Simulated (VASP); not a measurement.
# Rh in VASP: notebook

Runs on Rh. Level: PBE. Tasks: single point.

Everything below comes from runs of VASP 6.6.1. Logs are shortened: lines on timing, memory, paths and dates and some standing lists are left out, and cuts for length are marked.

### Step 1. The cell of the first run

The cell holds a slab with vacuum, 6 atoms: a = 2.689 Å, b = 2.689 Å, c = 26.508 Å, α = 90.00°, β = 90.00°, γ = 90.00°.

### Step 2. Single point, PBE

Contents of INCAR:

```
SYSTEM = Rh
PREC = Accurate ; ENCUT = 400
EDIFF = 1E-6 ; ISMEAR = 0
SIGMA = 0.1 ; LREAL = .FALSE.
LASPH = .TRUE. ; NELM = 120
ALGO = Normal ; ISIF = 2
LWAVE = .FALSE. ; LCHARG = .FALSE.
LDIPOL = .TRUE. ; IDIPOL = 3
DIPOL = 0.5 0.5 0.501 ; GGA = PE
NBANDS = 54 ; GGA_COMPAT = .FALSE.
NELMDL = -8
```

Contents of KPOINTS:

```
regular mesh
0
G
  9 9 1
  0 0 0
```

Contents of POSCAR:

```
Rh
1.0
    2.6891978000      0.0000000000      0.0000000000
    0.0000000000      2.6891978000      0.0000000000
    0.0000000000      0.0000000000     26.5077501019
Rh
6
Direct
    0.5000000000      0.5000000000      0.3206609375
    0.0000000000      0.0000000000      0.3923965605
    0.5000000000      0.5000000000      0.4641321834
    0.0000000000      0.0000000000      0.5372330817
    0.5000000000      0.5000000000      0.6098299677
    0.0000000000      0.0000000000      0.6794496728
```

Potentials or basis: VASP PAW PBE potentials, release 64 (Rh_pv).

Launch:

```
$ cat potpaw_PBE.64/Rh_pv/POTCAR > POTCAR
$ mpirun -np 1 vasp_std > vasp.out
```

OUTCAR:

```text
SYSTEM = Rh
   PREC = Accurate
   ENCUT = 400
   EDIFF = 1E-6
   ISMEAR = 0
   LREAL = .FALSE.
   LASPH = .TRUE.
   NELM = 120
   ISIF = 2
   GGA = PE
   NELMDL = -8

 ion  position               nearest neighbor table
   1  0.500  0.500  0.321-   2 2.69   2 2.69   2 2.69   2 2.69
   2  0.000  0.000  0.392-   3 2.69   3 2.69   3 2.69   3 2.69   1 2.69   1 2.69   1 2.69   1 2.69

   3  0.500  0.500  0.464-   2 2.69   2 2.69   2 2.69   2 2.69   4 2.71   4 2.71   4 2.71   4 2.71

   4  0.000  0.000  0.537-   5 2.71   5 2.71   5 2.71   5 2.71   3 2.71   3 2.71   3 2.71   3 2.71

   5  0.500  0.500  0.610-   6 2.65   6 2.65   6 2.65   6 2.65   4 2.71   4 2.71   4 2.71   4 2.71

   6  0.000  0.000  0.679-   5 2.65   5 2.65   5 2.65   5 2.65

  LATTYP: Found a simple tetragonal cell.
 ALAT       =     2.6891978000
 C/A-ratio  =     9.8571217416

  Lattice vectors:

 A1 = (   2.6891978000,   0.0000000000,   0.0000000000)
 A2 = (   0.0000000000,   2.6891978000,   0.0000000000)
 A3 = (   0.0000000000,   0.0000000000,  26.5077501019)

Analysis of symmetry for initial positions (statically):
=====================================================================
 Subroutine PRICEL returns:
 Original cell was already a primitive cell.

 Routine SETGRP: Setting up the symmetry group for a
 simple tetragonal supercell.

 Subroutine GETGRP returns: Found  8 space group operations
 (whereof  8 operations were pure point group operations)
 out of a pool of 16 trial point group operations.

The static configuration has the point symmetry C_4v.

Analysis of symmetry for dynamics (positions and initial velocities):
=====================================================================
 Subroutine PRICEL returns:
 Original cell was already a primitive cell.

 Routine SETGRP: Setting up the symmetry group for a
 simple tetragonal supercell.

 Subroutine GETGRP returns: Found  8 space group operations
 (whereof  8 operations were pure point group operations)
 out of a pool of 16 trial point group operations.

The dynamic configuration has the point symmetry C_4v.

 Subroutine INISYM returns: Found  8 space group operations
 (whereof  8 operations are pure point group operations),
 and found     1 'primitive' translations

[... 99 lines left out ...]
   ISYM   =      2    0-nonsym 1-usesym 2-fastsym
   POTIM  = 0.5000    time-step for ionic-motion
   TEBEG  =    0.0;   TEEND  =   0.0 temperature during run
   PSTRESS=    0.0 pullay stress
   NELECT =      90.0000    total number of electrons
   NUPDOWN=      -1.0000    fix difference up-down
   EMIN   =  10.00;   EMAX   =-10.00  energy-range for DOS
   EFERMI =   0.00;   METHOD = LEGACY
   ISMEAR =     0;   SIGMA  =   0.10  broadening in eV -4-tet -1-fermi 0-gaus
   EFERMI_NEDOS =   21; number of points for ismear=-14 and -15
   IALGO  =     38    algorithm
   IMIX   =      4    mixing-type and parameters
     AMIX     =   0.40;   BMIX     =  1.00
     AMIX_MAG =   1.60;   BMIX_MAG =  1.00
  volume/ion in A,a.u.               =      31.95       215.61
  Fermi-wavevector in a.u.,A,eV,Ry     =   1.272378  2.404446 22.027101  1.618946
  Thomas-Fermi vector in A             =   2.405260
   LORBIT       =      0    0 simple, 1 ext, 2 COOP (PROOUT), +10 PAW based schemes
   GGA     = PE    functional components
   LHFCALC =     F    Hartree Fock is set to
   AEXX    =    0.0000 exact exchange contribution
   IVDW    =     0    specifies the selected vdW correction
   LEPSILON=     F    determine dielectric tensor
   LRPA    =     F    only Hartree local field effects (RPA)
 non-spin polarized calculation
 Gauss-broadening in eV      SIGMA  =   0.10
  energy-cutoff  :      400.00
  volume of cell :      191.70
 maximum number of plane-waves:      3511
 NGX is ok and might be reduce to    18
   NGX =  9   NGY =  9   NGZ = 87

 dipolmoment           0.000000      0.000000     -0.000067 electrons x Angstroem

 number of electron      89.9999912 magnetization

 dipolmoment           0.000000      0.000000      0.000620 electrons x Angstroem

 Free energy of the ion-electron system (eV)
  ---------------------------------------------------
  ext. energy  EPLUGINS =         0.00000000
  ---------------------------------------------------
  free energy    TOTEN  =       -41.36918382 eV

  energy without entropy =      -41.32710379  energy(sigma->0) =      -41.34814380

 E-fermi :   2.1943     XC(G=0):  -6.8177

 val. band max:        2.1890981517   @ k =   0.3333   0.3333   0.0000
 cond. band min:       2.2395138806   @ k =   0.4444   0.0000   0.0000
 fundamental gap:      0.0504157289
 Fermi energy:         2.1942520996

 k-point     1 :       0.0000    0.0000    0.0000
  band No.  band energies     occupation
      1     -44.7946      2.00000
      2     -44.6815      2.00000
      3     -44.4643      2.00000
      4     -44.3990      2.00000
      5     -44.3990      2.00000
      6     -44.3686      2.00000
[... 844 lines left out ...]
     53       9.1770      0.00000
     54      10.5843      0.00000

------------------------ aborting loop because EDIFF is reached ----------------------------------------

 vacuum level on the upper side and lower side of the slab       (xc-potential included)        -0.175        -0.189

  FORCE on cell =-STRESS in cart. coord.  units (eV):
  Direction    XX          YY          ZZ          XY          YZ          ZX
  --------------------------------------------------------------------------------------
  -------------------------------------------------------------------------------------
  Total       -1.2964778     -1.2964778     -1.2223946      0.0000000     -0.0000000      0.0000000
  in kB      -10.8357081    -10.8357081    -10.2165351      0.0000000     -0.0000000      0.0000000
  external PRESSURE =     -10.6293171 kB  Pullay stress =       0.0000000 kB

 VOLUME and BASIS-vectors are now :
 -----------------------------------------------------------------------------
  energy-cutoff  :      400.00
  volume of cell :      191.70
      direct lattice vectors                 reciprocal lattice vectors
     2.689197800  0.000000000  0.000000000     0.371858106  0.000000000  0.000000000
     0.000000000  2.689197800  0.000000000     0.000000000  0.371858106  0.000000000
     0.000000000  0.000000000 26.507750102     0.000000000  0.000000000  0.037724816

 POSITION                                       TOTAL-FORCE (eV/Angst)
 -----------------------------------------------------------------------------------
      1.34460      1.34460      8.50000        -0.000000     -0.000000      0.384282
      0.00000      0.00000     10.40155        -0.000000     -0.000000     -0.490831
      1.34460      1.34460     12.30310         0.000000      0.000000      0.099765
      0.00000      0.00000     14.24084        -0.000000     -0.000000     -0.005001
      1.34460      1.34460     16.16522        -0.000000      0.000000      0.002247
      0.00000      0.00000     18.01068        -0.000000     -0.000000      0.009537
 -----------------------------------------------------------------------------------
    total drift:                                0.000000      0.000000     -0.000290

  FREE ENERGIE OF THE ION-ELECTRON SYSTEM (eV)
  ---------------------------------------------------
  free  energy   TOTEN  =       -41.3691838160 eV

  energy  without entropy=      -41.3271037933  energy(sigma->0) =      -41.34814380

 vacuum level on the upper side and lower side of the slab         7.183         7.170
```

OSZICAR:

```text
N       E                     dE             d eps       ncg     rms          rms(c)
DAV:   1     0.862212921671E+03    0.86221E+03   -0.52838E+04  2124   0.138E+03
DAV:   2    -0.188952174258E+02   -0.88111E+03   -0.85661E+03  1776   0.452E+02
DAV:   3    -0.436703904555E+02   -0.24775E+02   -0.23562E+02  1850   0.802E+01
DAV:   4    -0.441843513918E+02   -0.51396E+00   -0.50490E+00  1838   0.109E+01
[... 27 lines left out ...]
DAV:  32    -0.413691751098E+02   -0.30602E-05   -0.56766E-07  1002   0.390E-03    0.432E-03
DAV:  33    -0.413691793759E+02   -0.42661E-05   -0.10518E-06   916   0.469E-03    0.103E-03
DAV:  34    -0.413691818874E+02   -0.25115E-05   -0.94621E-08   926   0.108E-03    0.110E-03
DAV:  35    -0.413691830796E+02   -0.11923E-05   -0.43392E-08   940   0.543E-04    0.833E-04
DAV:  36    -0.413691838160E+02   -0.73639E-06   -0.39692E-08   944   0.472E-04
   1 F= -.41369184E+02 E0= -.41348144E+02  d E =-.420800E-01
```

stdout:

```text
POSCAR found type information on POSCAR Rh
 POSCAR found :  1 types and       6 ions
 scaLAPACK will be used
 LDA part: xc-table for (Slater+PW92), standard interpolation
 POSCAR, INCAR and KPOINTS ok, starting setup
 FFT: planning ... GRIDC
 FFT: planning ... GRID_SOFT
 FFT: planning ... GRID
 WAVECAR not read
 entering main loop
```

Run time: 2.2 min. Hardware: 1 thread of AMD EPYC 9R45 (Zen 5), shared host; peak memory 0.22 GiB.

Results:

```yaml
Free_energy: -41.3692 eV
Largest_force: 0.491 eV/Å
Band_gap_on_the_k_mesh: zero (band 45 reaches 3.02 eV, above the bottom of band 46 at 1.53 eV)
```

Forces on the atoms (eV/Å):
```
Rh   0.000  0.000  0.384
Rh   0.000  0.000 -0.491
Rh   0.000  0.000  0.100
Rh   0.000  0.000 -0.005
Rh   0.000  0.000  0.002
Rh   0.000  0.000  0.010
```

### Step 3. Single point, PBE

Contents of INCAR:

```
SYSTEM = Rh
  PREC = Accurate
  ENCUT = 400
  EDIFF = 1E-6
  ISMEAR = 0
  SIGMA = 0.1
  LREAL = .FALSE.
  LASPH = .TRUE.
  NELM = 120
  ALGO = Normal
  ISIF = 2
  LWAVE = .FALSE.
  LCHARG = .TRUE.
  LDIPOL = .TRUE.
  IDIPOL = 3
  DIPOL = 0.5 0.5 0.501
  GGA = PE
  LELF = .TRUE.
  LVHAR = .TRUE.
  LVACPOTAV = .TRUE.
  NBANDS = 54
  GGA_COMPAT = .FALSE.
  NELMDL = -8
```

Contents of KPOINTS:

```
regular mesh
0
G
  18 18 1
  0 0 0
```

POSCAR is that of step 2.

Potentials or basis: VASP PAW PBE potentials, release 64 (Rh_pv).

Launch:

```
$ cat potpaw_PBE.64/Rh_pv/POTCAR > POTCAR
$ mpirun -np 1 vasp_std > vasp.out
```

OUTCAR:

```text
SYSTEM = Rh
   PREC = Accurate
   ENCUT = 400
   EDIFF = 1E-6
   ISMEAR = 0
   LREAL = .FALSE.
   LASPH = .TRUE.
   NELM = 120
   ISIF = 2
   GGA = PE
   NELMDL = -8

 ion  position               nearest neighbor table
   1  0.500  0.500  0.321-   2 2.69   2 2.69   2 2.69   2 2.69
   2  0.000  0.000  0.392-   3 2.69   3 2.69   3 2.69   3 2.69   1 2.69   1 2.69   1 2.69   1 2.69

   3  0.500  0.500  0.464-   2 2.69   2 2.69   2 2.69   2 2.69   4 2.71   4 2.71   4 2.71   4 2.71

   4  0.000  0.000  0.537-   5 2.71   5 2.71   5 2.71   5 2.71   3 2.71   3 2.71   3 2.71   3 2.71

   5  0.500  0.500  0.610-   6 2.65   6 2.65   6 2.65   6 2.65   4 2.71   4 2.71   4 2.71   4 2.71

   6  0.000  0.000  0.679-   5 2.65   5 2.65   5 2.65   5 2.65

  LATTYP: Found a simple tetragonal cell.
 ALAT       =     2.6891978000
 C/A-ratio  =     9.8571217416

  Lattice vectors:

 A1 = (   2.6891978000,   0.0000000000,   0.0000000000)
 A2 = (   0.0000000000,   2.6891978000,   0.0000000000)
 A3 = (   0.0000000000,   0.0000000000,  26.5077501019)

Analysis of symmetry for initial positions (statically):
=====================================================================
 Subroutine PRICEL returns:
 Original cell was already a primitive cell.

 Routine SETGRP: Setting up the symmetry group for a
 simple tetragonal supercell.

 Subroutine GETGRP returns: Found  8 space group operations
 (whereof  8 operations were pure point group operations)
 out of a pool of 16 trial point group operations.

The static configuration has the point symmetry C_4v.

Analysis of symmetry for dynamics (positions and initial velocities):
=====================================================================
 Subroutine PRICEL returns:
 Original cell was already a primitive cell.

 Routine SETGRP: Setting up the symmetry group for a
 simple tetragonal supercell.

 Subroutine GETGRP returns: Found  8 space group operations
 (whereof  8 operations were pure point group operations)
 out of a pool of 16 trial point group operations.

The dynamic configuration has the point symmetry C_4v.

 Subroutine INISYM returns: Found  8 space group operations
 (whereof  8 operations are pure point group operations),
 and found     1 'primitive' translations

----------------------------------------------------------------------------------------

                                     Primitive cell

  volume of cell :     191.6983

  direct lattice vectors                    reciprocal lattice vectors
     2.689197800  0.000000000  0.000000000     0.371858106  0.000000000  0.000000000
     0.000000000  2.689197800  0.000000000     0.000000000  0.371858106  0.000000000
     0.000000000  0.000000000 26.507750102     0.000000000  0.000000000  0.037724816

  length of vectors
     2.689197800  2.689197800 26.507750102     0.371858106  0.371858106  0.037724816

  position of ions in fractional coordinates (direct lattice)
     0.500000000  0.500000000  0.320660938
     0.000000000  0.000000000  0.392396561
     0.500000000  0.500000000  0.464132183
     0.000000000  0.000000000  0.537233082
     0.500000000  0.500000000  0.609829968
     0.000000000  0.000000000  0.679449673

  ion indices of the primitive-cell ions
   primitive index   ion index
                 1           1
[... 34 lines left out ...]
  0.000000  0.000000  0.000000      1.000000
  0.055556  0.000000  0.000000      4.000000
  0.111111  0.000000  0.000000      4.000000
  0.166667  0.000000  0.000000      4.000000
  0.222222  0.000000  0.000000      4.000000
  0.277778  0.000000  0.000000      4.000000
[... 16 lines left out ...]
  0.277778  0.111111  0.000000      8.000000
  0.333333  0.111111  0.000000      8.000000
 [... further k-points ...]
   k-points           NKPTS =     55   k-points in BZ     NKDIM =     55   number of bands    NBANDS=     54
   number of dos      NEDOS =    301   number of ions     NIONS =      6
   total plane-waves  NPLWV =  58320
   dimension x,y,z NGX =    18 NGY =   18 NGZ =  180
   dimension x,y,z NGXF=    36 NGYF=   36 NGZF=  360
   ions per type =               6
   NGX,Y,Z   is equivalent  to a cutoff of  11.13, 11.13, 11.29 a.u.
   NGXF,Y,Z  is equivalent  to a cutoff of  22.26, 22.26, 22.58 a.u.
 SYSTEM =  Rh
   PREC   = accura    normal or accurate (medium, high low for compatibility)
   ISTART =      0    job   : 0-new  1-cont  2-samecut
   ICHARG =      2    charge: 1-file 2-atom 10-const
   ISPIN  =      1    spin polarized calculation?
   LNONCOLLINEAR =      F non collinear calculations
   LSORBIT =      F    spin-orbit coupling
   LASPH  =      T    aspherical Exc in radial PAW
   ENCUT  =  400.0 eV  29.40 Ry    5.42 a.u.   4.39  4.39 43.23*2*pi/ulx,y,z
   NELM   =    120;   NELMIN=  2; NELMDL= -8     # of ELM steps
   EDIFF  = 0.1E-05   stopping-criterion for ELM
   LREAL  =      F    real-space projection
   EDIFFG = 0.1E-04   stopping-criterion for IOM
   NSW    =      0    number of steps for IOM
   IBRION =     -1    ionic relax: 0-MD 1-quasi-New 2-CG
   NFREE  =      0    steps in history (QN), initial steepest desc. (CG)
   ISIF   =      2    stress and relaxation
   ISYM   =      2    0-nonsym 1-usesym 2-fastsym
   POTIM  = 0.5000    time-step for ionic-motion
   TEBEG  =    0.0;   TEEND  =   0.0 temperature during run
   PSTRESS=    0.0 pullay stress
   NELECT =      90.0000    total number of electrons
   NUPDOWN=      -1.0000    fix difference up-down
   EMIN   =  10.00;   EMAX   =-10.00  energy-range for DOS
   EFERMI =   0.00;   METHOD = LEGACY
   ISMEAR =     0;   SIGMA  =   0.10  broadening in eV -4-tet -1-fermi 0-gaus
   EFERMI_NEDOS =   21; number of points for ismear=-14 and -15
   IALGO  =     38    algorithm
   IMIX   =      4    mixing-type and parameters
     AMIX     =   0.40;   BMIX     =  1.00
     AMIX_MAG =   1.60;   BMIX_MAG =  1.00
  volume/ion in A,a.u.               =      31.95       215.61
  Fermi-wavevector in a.u.,A,eV,Ry     =   1.272378  2.404446 22.027101  1.618946
  Thomas-Fermi vector in A             =   2.405260
   LORBIT       =      0    0 simple, 1 ext, 2 COOP (PROOUT), +10 PAW based schemes
   GGA     = PE    functional components
   LHFCALC =     F    Hartree Fock is set to
   AEXX    =    0.0000 exact exchange contribution
   IVDW    =     0    specifies the selected vdW correction
   LEPSILON=     F    determine dielectric tensor
   LRPA    =     F    only Hartree local field effects (RPA)
 non-spin polarized calculation
 Gauss-broadening in eV      SIGMA  =   0.10
  energy-cutoff  :      400.00
  volume of cell :      191.70
 maximum number of plane-waves:      3519
 NGX is ok and might be reduce to    18
   NGX =  9   NGY =  9   NGZ = 87

 dipolmoment           0.000000      0.000000     -0.000494 electrons x Angstroem

 number of electron      89.9999913 magnetization

 dipolmoment           0.000000      0.000000      0.000659 electrons x Angstroem

 Free energy of the ion-electron system (eV)
  ---------------------------------------------------
  ext. energy  EPLUGINS =         0.00000000
  ---------------------------------------------------
  free energy    TOTEN  =       -41.40534686 eV

  energy without entropy =      -41.36464410  energy(sigma->0) =      -41.38499548

 E-fermi :   2.2431     XC(G=0):  -6.8154

 val. band max:        2.2263992178   @ k =   0.5000   0.0000   0.0000
 cond. band min:       2.2442121115   @ k =   0.0556   0.0000   0.0000
 fundamental gap:      0.0178128937
 Fermi energy:         2.2431124551

 k-point     1 :       0.0000    0.0000    0.0000
  band No.  band energies     occupation
      1     -44.7750      2.00000
      2     -44.6583      2.00000
      3     -44.4429      2.00000
      4     -44.3855      2.00000
      5     -44.3855      2.00000
      6     -44.3523      2.00000
[... 1357 lines left out ...]
     53       6.2296      0.00000
     54       7.9320      0.00000

 [... further k-points ...]
[... 5 lines left out ...]
  --------------------------------------------------------------------------------------
  -------------------------------------------------------------------------------------
  Total       -1.4539690     -1.4539690     -1.0437277      0.0000000     -0.0000000      0.0000000
  in kB      -12.1519886    -12.1519886     -8.7232727      0.0000000     -0.0000000      0.0000000
  external PRESSURE =     -11.0090833 kB  Pullay stress =       0.0000000 kB

 VOLUME and BASIS-vectors are now :
 -----------------------------------------------------------------------------
  energy-cutoff  :      400.00
  volume of cell :      191.70
      direct lattice vectors                 reciprocal lattice vectors
     2.689197800  0.000000000  0.000000000     0.371858106  0.000000000  0.000000000
     0.000000000  2.689197800  0.000000000     0.000000000  0.371858106  0.000000000
     0.000000000  0.000000000 26.507750102     0.000000000  0.000000000  0.037724816

 POSITION                                       TOTAL-FORCE (eV/Angst)
 -----------------------------------------------------------------------------------
      1.34460      1.34460      8.50000        -0.000000     -0.000000      0.374212
      0.00000      0.00000     10.40155        -0.000000     -0.000000     -0.485874
      1.34460      1.34460     12.30310         0.000000      0.000000      0.040788
      0.00000      0.00000     14.24084        -0.000000     -0.000000      0.057704
      1.34460      1.34460     16.16522        -0.000000      0.000000     -0.008088
      0.00000      0.00000     18.01068        -0.000000     -0.000000      0.021257
 -----------------------------------------------------------------------------------
    total drift:                                0.000000      0.000000     -0.000220

  FREE ENERGIE OF THE ION-ELECTRON SYSTEM (eV)
  ---------------------------------------------------
  free  energy   TOTEN  =       -41.4053468647 eV

  energy  without entropy=      -41.3646440988  energy(sigma->0) =      -41.38499548

 vacuum level on the upper side and lower side of the slab         7.319         7.303
```

Run time: 7.8 min. Hardware: 1 thread of AMD EPYC 9R45 (Zen 5), shared host; peak memory 0.36 GiB.

What came out:

- Free energy: -41.4053 eV
- Largest force: 0.486 eV/Å
- Band gap on the k mesh: zero (band 45 reaches 3.23 eV, above the bottom of band 46 at 1.55 eV)

Forces on the atoms (eV/Å):
```
Rh   0.000  0.000  0.374
Rh   0.000  0.000 -0.486
Rh   0.000  0.000  0.041
Rh   0.000  0.000  0.058
Rh   0.000  0.000 -0.008
Rh   0.000  0.000  0.021
```
